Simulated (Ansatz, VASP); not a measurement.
**Two plane-wave programs on HfO2**

Contents of INCAR:

```
SYSTEM = HfO2
  PREC = Accurate
  ENCUT = 520
  EDIFF = 1E-6
  ISMEAR = -1
  SIGMA = 0.02
  LREAL = .FALSE.
  LASPH = .TRUE.
  NELM = 60
  ALGO = Normal
  ISIF = 2
  LWAVE = .FALSE.
  LCHARG = .FALSE.
  GGA = PE
  IBRION = 2
  NSW = 80
  EDIFFG = -0.02
```

Contents of KPOINTS:

```
Automatic mesh
0
G
  10 10 10
  0 0 0
```

File POSCAR:

```
HfO2
1.0
    0.0000000000      2.5229349520      2.5229349520
    2.5229349520      0.0000000000      2.5229349520
    2.5229349520      2.5229349520      0.0000000000
Hf O
1 2
Direct
    0.0000000000      0.0000000000      0.0000000000
    0.2500000000      0.2500000000      0.2500000000
    0.7500000000      0.7500000000      0.7500000000
```

Input for Ansatz:

```yaml
crystal:
  lattice:
    - [0.0, 2.522934952, 2.522934952]
    - [2.522934952, 0.0, 2.522934952]
    - [2.522934952, 2.522934952, 0.0]
  atoms:
    - { symbol: Hf, position: [0.0, 0.0, 0.0] }
    - { symbol: O, position: [0.25, 0.25, 0.25] }
    - { symbol: O, position: [0.75, 0.75, 0.75] }
kpoints:
  mp_grid: { grid: [10, 10, 10] }
scf:
  occupations: { method: fermi_dirac, width: 0.02 }
hamiltonian:
  xc: pbe
  pseudopotentials: { kind: paw }
output:
  forces: true
  stress: true
  populations: true
  efg:
    quadrupole_moments_barn: { Hf: 3.365, O: -0.02558 }
    contact_densities: true
  write_density: true
  write_potential: true
  elf: true
  volumetric_format: npy
relax:
  f_tol: 0.02
  max_steps: 60
```

Change from the starting cell: volume scaled by 0.96, ions relaxed.

Alike in both runs: task relaxation of the atoms; functional PBE; k mesh 10 × 10 × 10; occupations fermi-dirac, width 0.02 eV; no spin polarisation.

```csv
,VASP,Ansatz
version,VASP 6.6.1,Ansatz 0.2.0
potentials or method,"VASP PAW PBE potentials, release 64 (Hf_pv, O)","plane-wave PAW, scalar-relativistic"
plane-wave cutoff (eV),520,420
valence electrons in the cell,22,38
```

Ansatz gave:

| Quantity | Value |
| --- | --- |
| gap on the k mesh at the Fermi level, each at its own relaxed structure (eV) | 3.82 |

Q: Estimate VASP's values.

A: gap on the k mesh at the Fermi level, each at its own relaxed structure (eV): 3.84.

VASP's potentials hold 22 valence electrons a cell and Ansatz's 38, so a difference there can come from the potentials and not from the codes. Ansatz's warnings: stress scf threshold loose.

Neither program's run includes spin-orbit coupling. Noted on VASP's run: the relaxation stopped at its first step, so nothing moved.
